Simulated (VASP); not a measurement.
Ru, 2 atoms in the cell. The structure is hexagonal, space group P6_3/mmc (No. 194). The conventional cell has a = 2.673 Å, b = 2.673 Å, c = 4.219 Å, α = 90.00°, β = 90.00°, γ = 120.00°. Within 3.4 Å of Ru (site symmetry -6m2) lie 12 Ru at 2.61 to 2.67 Å. 

```yaml
Program: VASP 6.6.1
Task: single point
Functional: LDA
Potentials_or_basis: VASP PAW LDA potentials, release 64 (Ru_pv)
Cutoff: 520 eV
k_mesh: 20 × 20 × 12
Occupations: fermi-dirac, width 0.1 eV
Spin: no spin polarisation
Dipole_correction: no
Further_INCAR_settings: ALGO = Normal; EDIFF = 1e-07; NBANDS = 21
```

Potentials or basis: VASP PAW LDA potentials, release 64 (Ru_pv).

The run is started by

```console
$ cat potpaw_LDA.64/Ru_pv/POTCAR > POTCAR
$ mpirun -np 1 vasp_std > vasp.out
```

Hardware: 1 thread of AMD EPYC 7R13, with other jobs on the host.

Q: How long does it take, and how much memory?

A: It took 3.7 min on 1 thread of AMD EPYC 7R13, with other jobs on the host, peak memory 0.2 GiB. Counts: scf iterations 12, k points 308.
